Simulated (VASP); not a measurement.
# Ga (I4/mmm) in VASP: notebook

Runs on Ga. Level: PBE. Tasks: electric field gradients.

Program: VASP 6.6.1. These are calculated values, not measurements. Logs are shortened: lines on timing, memory, paths and dates and some standing lists are left out, and cuts for length are marked.

## Step 1: The cell of the first run

Symmetry: I4/mmm, No. 139, tetragonal system. The conventional cell has a = 2.808 Å, b = 2.808 Å, c = 4.458 Å, α = 90.00°, β = 90.00°, γ = 90.00°. Within 3.7 Å of Ga (site symmetry 4/mmm) lie 12 Ga at 2.81 to 2.99 Å.

## Step 2: Electric field gradients, PBE

File INCAR:

```
  PREC = Accurate
  ENCUT = 520
  EDIFF = 1E-8
  ISMEAR = -1
  SIGMA = 0.05
  LREAL = False
  LASPH = True
  NELM = 100
  ALGO = Normal
  ISIF = 2
  LWAVE = False
  LCHARG = False
  GGA = PE
  LEFG = True
  ISYM = 0
  NBANDS = 12
```

File KPOINTS:

```
Automatic mesh
0
Gamma
  14 14 16
```

File POSCAR:

```
Ga
1.0
   -1.4040000000      1.4040000000      2.2290000000
    1.4040000000     -1.4040000000      2.2290000000
    1.4040000000      1.4040000000     -2.2290000000
Ga
1
Direct
    0.0000000000      0.0000000000      0.0000000000
```

Potentials or basis: VASP PAW PBE potentials, release 64 (Ga_d).

On the command line:

```bash
$ cat potpaw_PBE.64/Ga_d/POTCAR > POTCAR
$ mpirun -np 1 vasp_std > vasp.out
```

OUTCAR:

```text
PREC = Accurate
   ENCUT = 520
   EDIFF = 1E-8
   ISMEAR = -1
   LREAL = False
   LASPH = True
   NELM = 100
   ISIF = 2
   GGA = PE
   ISYM = 0

 ion  position               nearest neighbor table
   1  0.000  0.000  0.000-

IMPORTANT INFORMATION: All symmetrisations will be switched off!
NOSYMM: (Re-)initialisation of all symmetry stuff for point group C_1.

----------------------------------------------------------------------------------------

                                     Primitive cell

  volume of cell :      17.5754

  direct lattice vectors                    reciprocal lattice vectors
    -1.404000000  1.404000000  2.229000000     0.000000000  0.356125356  0.224315837
     1.404000000 -1.404000000  2.229000000     0.356125356  0.000000000  0.224315837
     1.404000000  1.404000000 -2.229000000     0.356125356  0.356125356  0.000000000

  length of vectors
     2.985108541  2.985108541  2.985108541     0.420883433  0.420883433  0.503637309

  position of ions in fractional coordinates (direct lattice)
     0.000000000  0.000000000  0.000000000

  ion indices of the primitive-cell ions
   primitive index   ion index
                 1           1

----------------------------------------------------------------------------------------

 KPOINTS: Automatic mesh

Automatic generation of k-mesh.
 Grid dimensions read from file:
 generate k-points for:   14   14   16

 Generating k-lattice:

  Cartesian coordinates                     Fractional coordinates (reciprocal lattice)
     0.000000000  0.025437525  0.016022560     0.071428571  0.000000000 -0.000000000
     0.025437525  0.000000000  0.016022560     0.000000000  0.071428571 -0.000000000
     0.022257835  0.022257835  0.000000000     0.000000000  0.000000000  0.062500000

  Length of vectors
     0.030063102  0.030063102  0.031477332

  Shift w.r.t. Gamma in fractional coordinates (k-lattice)
     0.000000000  0.000000000  0.000000000

 -----------------------------------------------------------------------------
|                                                                             |
|           W    W    AA    RRRRR   N    N  II  N    N   GGGG   !!!           |
|           W    W   A  A   R    R  NN   N  II  NN   N  G    G  !!!           |
|           W    W  A    A  R    R  N N  N  II  N N  N  G       !!!           |
|           W WW W  AAAAAA  RRRRR   N  N N  II  N  N N  G  GGG   !            |
|           WW  WW  A    A  R   R   N   NN  II  N   NN  G    G                |
|           W    W  A    A  R    R  N    N  II  N    N   GGGG   !!!           |
|                                                                             |
|     Your reciprocal lattice and k-lattice belong to different lattice       |
|     classes:                                                                |
|                                                                             |
|        The reciprocal lattice is body-centered tetragonal,                  |
|        whereas your k-lattice is base-centered monoclinic.                  |
|                                                                             |
|     Results are often still useful ...                                      |
|                                                                             |
 -----------------------------------------------------------------------------

 WARNING: IBZKPT: internal override: KBLOWUP is changed to .FALSE.
      ... skipping the blow-up phase ...

 Subroutine IBZKPT returns following result:
 ===========================================

 Found   1572 irreducible k-points:

 Following reciprocal coordinates:
            Coordinates               Weight
  0.000000  0.000000  0.000000      1.000000
  0.071429  0.000000 -0.000000      2.000000
  0.142857  0.000000  0.000000      2.000000
  0.214286  0.000000 -0.000000      2.000000
  0.285714  0.000000 -0.000000      2.000000
  0.357143 -0.000000  0.000000      2.000000
[... 16 lines left out ...]
  0.000000  0.142857  0.000000      2.000000
  0.071429  0.142857  0.000000      2.000000
 [... further k-points ...]
   k-points           NKPTS =   1572   k-points in BZ     NKDIM =   1572   number of bands    NBANDS=     12
   number of dos      NEDOS =    301   number of ions     NIONS =      1
   total plane-waves  NPLWV =  13824
   dimension x,y,z NGX =    24 NGY =   24 NGZ =   24
   dimension x,y,z NGXF=    48 NGYF=   48 NGZF=   48
   ions per type =               1
   NGX,Y,Z   is equivalent  to a cutoff of  13.37, 13.37, 13.37 a.u.
   NGXF,Y,Z  is equivalent  to a cutoff of  26.73, 26.73, 26.73 a.u.
 SYSTEM =  unknown system
   PREC   = accura    normal or accurate (medium, high low for compatibility)
   ISTART =      0    job   : 0-new  1-cont  2-samecut
   ICHARG =      2    charge: 1-file 2-atom 10-const
   ISPIN  =      1    spin polarized calculation?
   LNONCOLLINEAR =      F non collinear calculations
   LSORBIT =      F    spin-orbit coupling
   LASPH  =      T    aspherical Exc in radial PAW
   ENCUT  =  520.0 eV  38.22 Ry    6.18 a.u.   5.55  5.55  5.55*2*pi/ulx,y,z
   NELM   =    100;   NELMIN=  2; NELMDL= -5     # of ELM steps
   EDIFF  = 0.1E-07   stopping-criterion for ELM
   LREAL  =      F    real-space projection
   EDIFFG = 0.1E-06   stopping-criterion for IOM
   NSW    =      0    number of steps for IOM
   IBRION =     -1    ionic relax: 0-MD 1-quasi-New 2-CG
   NFREE  =      0    steps in history (QN), initial steepest desc. (CG)
   ISIF   =      2    stress and relaxation
   ISYM   =      0    0-nonsym 1-usesym 2-fastsym
   POTIM  = 0.5000    time-step for ionic-motion
   TEBEG  =    0.0;   TEEND  =   0.0 temperature during run
   PSTRESS=    0.0 pullay stress
   NELECT =      13.0000    total number of electrons
   NUPDOWN=      -1.0000    fix difference up-down
   EMIN   =  10.00;   EMAX   =-10.00  energy-range for DOS
   EFERMI =   0.00;   METHOD = LEGACY
   ISMEAR =    -1;   SIGMA  =   0.05  broadening in eV -4-tet -1-fermi 0-gaus
   EFERMI_NEDOS =   21; number of points for ismear=-14 and -15
   IALGO  =     38    algorithm
   IMIX   =      4    mixing-type and parameters
     AMIX     =   0.40;   BMIX     =  1.00
     AMIX_MAG =   1.60;   BMIX_MAG =  1.00
  volume/ion in A,a.u.               =      17.58       118.60
  Fermi-wavevector in a.u.,A,eV,Ry     =   1.480544  2.797822 29.824096  2.192009
  Thomas-Fermi vector in A             =   2.594565
   LORBIT       =      0    0 simple, 1 ext, 2 COOP (PROOUT), +10 PAW based schemes
   GGA     = PE    functional components
   LHFCALC =     F    Hartree Fock is set to
   AEXX    =    0.0000 exact exchange contribution
   IVDW    =     0    specifies the selected vdW correction
   LEPSILON=     F    determine dielectric tensor
   LRPA    =     F    only Hartree local field effects (RPA)
 non-spin polarized calculation
  energy-cutoff  :      520.00
  volume of cell :       17.58
 maximum number of plane-waves:       485
 NGX is ok and might be reduce to    24
   NGX = 11   NGY = 11   NGZ = 11

 number of electron      12.9999995 magnetization

 Free energy of the ion-electron system (eV)
  ---------------------------------------------------
  ext. energy  EPLUGINS =         0.00000000
  ---------------------------------------------------
  free energy    TOTEN  =        -2.87226706 eV

  energy without entropy =       -2.86961055  energy(sigma->0) =       -2.87093880

 E-fermi :   6.2640     XC(G=0): -11.3770

 val. band max:        6.2409489909   @ k =  -0.4286  -0.3571   0.4375
 cond. band min:       6.2657888196   @ k =  -0.0714   0.3571   0.3750
 fundamental gap:      0.0248398287
 Fermi energy:         6.2640225860

 k-point     1 :       0.0000    0.0000    0.0000
  band No.  band energies     occupation
      1      -8.8289      2.00000
      2      -8.6969      2.00000
      3      -8.6967      2.00000
      4      -8.6734      2.00000
      5      -8.5341      2.00000
      6      -5.3662      2.00000
      7      19.2660      0.00000
      8      19.2662      0.00000
      9      19.3123      0.00000
     10      22.6575      0.00000
     11      22.7084      0.00000
     12      23.3480      0.00000

 k-point     2 :       0.0714    0.0000   -0.0000
  band No.  band energies     occupation
      1      -8.8213      2.00000
      2      -8.6997      2.00000
      3      -8.6905      2.00000
      4      -8.6708      2.00000
      5      -8.5379      2.00000
      6      -5.2274      2.00000
      7      17.5658      0.00000
      8      18.8250      0.00000
      9      19.0911      0.00000
     10      21.6960      0.00000
     11      23.2937      0.00000
     12      23.7580      0.00000

 k-point     3 :       0.1429    0.0000    0.0000
  band No.  band energies     occupation
      1      -8.8057      2.00000
      2      -8.7132      2.00000
      3      -8.6747      2.00000
      4      -8.6544      2.00000
      5      -8.5468      2.00000
      6      -4.8078      2.00000
      7      14.5805      0.00000
      8      17.8788      0.00000
      9      18.7321      0.00000
     10      21.2991      0.00000
     11      22.6102      0.00000
     12      24.7870      0.00000
[... 286 lines left out ...]
 k-point    23 :       0.0000    0.1429    0.0000
  band No.  band energies     occupation
      1      -8.8057      2.00000
      2      -8.7132      2.00000
      3      -8.6747      2.00000
      4      -8.6544      2.00000
      5      -8.5468      2.00000
      6      -4.8078      2.00000
      7      14.5805      0.00000
      8      17.8788      0.00000
      9      18.7321      0.00000
     10      21.2991      0.00000
     11      22.6102      0.00000
     12      24.7870      0.00000

 k-point    24 :       0.0714    0.1429    0.0000
  band No.  band energies     occupation
      1      -8.8033      2.00000
      2      -8.7091      2.00000
      3      -8.6763      2.00000
      4      -8.6454      2.00000
      5      -8.5454      2.00000
      6      -4.5070      2.00000
      7      13.8200      0.00000
      8      16.2138      0.00000
      9      18.3978      0.00000
     10      21.4799      0.00000
     11      22.1490      0.00000
     12      24.3630      0.00000

 [... further k-points ...]

------------------------ aborting loop because EDIFF is reached ----------------------------------------

  FORCE on cell =-STRESS in cart. coord.  units (eV):
  Direction    XX          YY          ZZ          XY          YZ          ZX
  --------------------------------------------------------------------------------------
  -------------------------------------------------------------------------------------
  Total        0.5068345      0.5068345      0.4366244     -0.0069243      0.0105613      0.0105613
  in kB       46.2032481     46.2032421     39.8028600     -0.6312226      0.9627718      0.9627685
  external PRESSURE =      44.0697834 kB  Pullay stress =       0.0000000 kB

 VOLUME and BASIS-vectors are now :
 -----------------------------------------------------------------------------
  energy-cutoff  :      520.00
  volume of cell :       17.58
      direct lattice vectors                 reciprocal lattice vectors
    -1.404000000  1.404000000  2.229000000     0.000000000  0.356125356  0.224315837
     1.404000000 -1.404000000  2.229000000     0.356125356  0.000000000  0.224315837
     1.404000000  1.404000000 -2.229000000     0.356125356  0.356125356  0.000000000

 POSITION                                       TOTAL-FORCE (eV/Angst)
 -----------------------------------------------------------------------------------
      0.00000      0.00000      0.00000        -0.000000      0.000000      0.000000
 -----------------------------------------------------------------------------------
    total drift:                               -0.000000      0.000000      0.000000

  FREE ENERGIE OF THE ION-ELECTRON SYSTEM (eV)
  ---------------------------------------------------
  free  energy   TOTEN  =        -2.8722670572 eV

  energy  without entropy=       -2.8696105500  energy(sigma->0) =       -2.87093880

 Electric field gradients (V/A^2)
---------------------------------------------------------------------
 ion       V_xx      V_yy      V_zz      V_xy      V_xz      V_yz
---------------------------------------------------------------------
   1     -10.059   -10.059    20.118    -0.039     0.149     0.149
---------------------------------------------------------------------

 Electric field gradients after diagonalization (V/A^2)
 (convention: |V_zz| > |V_xx| > |V_yy|)
----------------------------------------------------------------------
 ion       V_xx      V_yy      V_zz     asymmetry (V_yy - V_xx)/ V_zz
----------------------------------------------------------------------
   1     -10.100   -10.020    20.119       0.004
----------------------------------------------------------------------

           NMR quadrupolar parameters

 Cq : quadrupolar parameter    Cq=e*Q*V_zz/h
 eta: asymmetry parameters     (V_yy - V_xx)/ V_zz
 Q  : nuclear electric quadrupole moment in mb (millibarn)
----------------------------------------------------------------------
 ion       Cq(MHz)       eta       Q (mb)
----------------------------------------------------------------------
   1       0.049       0.004       1.000
----------------------------------------------------------------------
```

Run time: 7.3 min. Hardware: 1 thread of Oxide Virtual Turin-like, shared host; peak memory 0.37 GiB.

What came out:

```
Free energy                             : -2.8723 eV
Pressure                                : 4.4 GPa
Band gap on the k mesh                  : zero (an odd number of electrons rules out a gap without spin polarisation)
Largest electric field gradient by atom : Ga +20.1 V/Å²
```

Electric field gradients, principal values (V/Å²):
```tsv
atom	least	middle	greatest (by size)
1 Ga	-10.020	-10.100	20.119
```

Caveat: the cell stands under pressure; without QUAD_EFG the Cq values of the log hold for a quadrupole moment of 1 mb, not for the nuclei.

[end of part 1 of 2]

The gap in the log of VASP goes by the Fermi energy; the results here count the filled bands.